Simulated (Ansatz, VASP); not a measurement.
# One calculation of RbLa2Cl2, two programs

```
Rb La Cl
1.0
     7.12099    0.00000    0.00000
    -3.56050    6.16696    0.00000
     0.00000    0.00000    5.57502
Rb La Cl
1 2 2
Direct
  0.00000 0.00000 0.50000
  0.33333 0.66667 0.50000
  0.66667 0.33333 0.50000
  0.33333 0.66667 0.00000
  0.66667 0.33333 0.00000
```

Alike in both runs: functional PBE; k mesh 6 × 6 × 8; occupations gaussian, width 0.1 eV; no spin polarisation.

Ansatz relaxed the structure, and its values are those at the end. VASP's run is a single point on that final structure, the one shown.

|  | VASP | Ansatz |
| --- | --- | --- |
| version | VASP 6.6.1 | Ansatz 0.2.0 |
| potentials or method | VASP PAW PBE potentials, release 64 (Rb_sv, La, Cl), cutoff 520 eV | scalar-relativistic, plane waves, PAW |
| valence electrons in the cell | 45 | 45 |

|  | VASP | Ansatz | Ansatz less VASP |
| --- | --- | --- | --- |
| gap on the k mesh at the Fermi level (eV) | none | none | - |
| pressure (GPa) | 0.0 | 0.0 | +0.05 |

A gap of «none» marks a metal or a gap that the smearing closes.

Spin-orbit coupling is off throughout.
